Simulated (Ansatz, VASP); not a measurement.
## Two plane-wave programs on Ba3O2

The input INCAR:

```
  PREC = Accurate
  ENCUT = 600
  EDIFF = 1E-7
  ISMEAR = 0
  SIGMA = 0.1
  LREAL = False
  LASPH = True
  NELM = 100
  ALGO = Normal
  ISIF = 3
  LWAVE = False
  LCHARG = False
  GGA = PE
  IBRION = 2
  NSW = 100
  EDIFFG = -0.01
```

Contents of KPOINTS:

```
regular mesh
0
Gamma
  12 12 4
```

POSCAR

```
Ba3O2
1.0
    3.9748428807      0.0000000000      0.0000000000
   -1.9874214403      3.4423149107      0.0000000000
    0.0000000000      0.0000000000     10.4133330692
Ba O
3 2
Direct
    0.0000000000      0.0000000000      0.0000000000
    0.3333333333      0.6666666667      0.7060430081
    0.6666666667      0.3333333333      0.2939569919
    0.3333333333      0.6666666667      0.1648529140
    0.6666666667      0.3333333333      0.8351470860
```

Input for Ansatz:

```yaml
crystal:
  lattice:
    - [3.9748428807, 0.0, 0.0]
    - [-1.9874214403, 3.4423149107, 0.0]
    - [0.0, 0.0, 10.4133330692]
  atoms:
    - { symbol: Ba, position: [0.0, 0.0, 0.0] }
    - { symbol: Ba, position: [0.3333333333, 0.6666666667, 0.7060430081] }
    - { symbol: Ba, position: [0.6666666667, 0.3333333333, 0.2939569919] }
    - { symbol: O, position: [0.3333333333, 0.6666666667, 0.164852914] }
    - { symbol: O, position: [0.6666666667, 0.3333333333, 0.835147086] }
basis:
  ecutwfc: 420
kpoints:
  mp_grid: { grid: [12, 12, 4] }
hamiltonian:
  xc: pbe
scf:
  occupations: { method: gaussian, width: 0.1 }
output:
  forces: true
  stress: true
  eigenvalues: true
relax:
  adjacent_minimum: "off"
  f_tol: 0.01
  max_steps: 80
  cell: { stress_tol: 0.05 }
```

Alike in both runs: task relaxation of cell and atoms; functional PBE; k mesh 12 × 12 × 4; occupations gaussian, width 0.1 eV; no spin polarisation.

|  | VASP | Ansatz |
| --- | --- | --- |
| version | VASP 6.6.1 | Ansatz 0.2.0 |
| potentials or method | VASP PAW PBE potentials, release 64 (Ba_sv, O), cutoff 600 eV | scalar-relativistic, plane waves, PAW |
| valence electrons in the cell | 42 | 42 |

Ansatz gave:

```
gap on the k mesh at the Fermi level, each at its own relaxed structure (eV) : none
relaxed volume (Å³/atom)                                                     : 28.54
relaxed length of the cell vector where the two differ most in proportion (Å)              : 3.975
```

**Question.** What did VASP give for the same quantities?

**Answer.** gap on the k mesh at the Fermi level, each at its own relaxed structure (eV): none; relaxed volume (Å³/atom): 29.10; relaxed length of the cell vector where the two differ most in proportion (Å): 4.007.

A gap of «none» marks a metal or a gap that the smearing closes.

Neither program's run includes spin-orbit coupling.
